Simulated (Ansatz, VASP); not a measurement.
One calculation of C, two programs

```
C
1.0
     2.32800    0.00000    0.00000
    -1.16400    2.01611    0.00000
     0.00000    0.00000   26.00242
C
2
Direct
  0.66667 0.33333 0.51373
  0.33333 0.66667 0.48627
```

Alike in both runs: task single point; functional PBE; dispersion D3(BJ); k mesh 21 × 21 × 1; occupations gaussian, width 0.1 eV; no spin polarisation.

|  | VASP | Ansatz |
| --- | --- | --- |
| version | VASP 6.6.1 | Ansatz 0.2.0 |
| potentials or method | VASP PAW PBE potentials, release 64 (C), cutoff 520 eV | scalar-relativistic, plane waves, PAW |
| valence electrons in the cell | 8 | 8 |

Ansatz gave:

| Quantity | Value |
| --- | --- |
| gap on the k mesh at the Fermi level (eV) | none |
| rms of the force components (eV/Å) | 5.565 |
| work function, face that differs most (eV) | 4.74 |

Problem. What did VASP give for the same quantities?

Solution. gap on the k mesh at the Fermi level (eV): none; rms of the force components (eV/Å): 5.545; work function, face that differs most (eV): 4.74.

Atom by atom the forces differ by 0.020 eV/Å (rms over components). A gap of «none» marks a metal or a gap that the smearing closes.
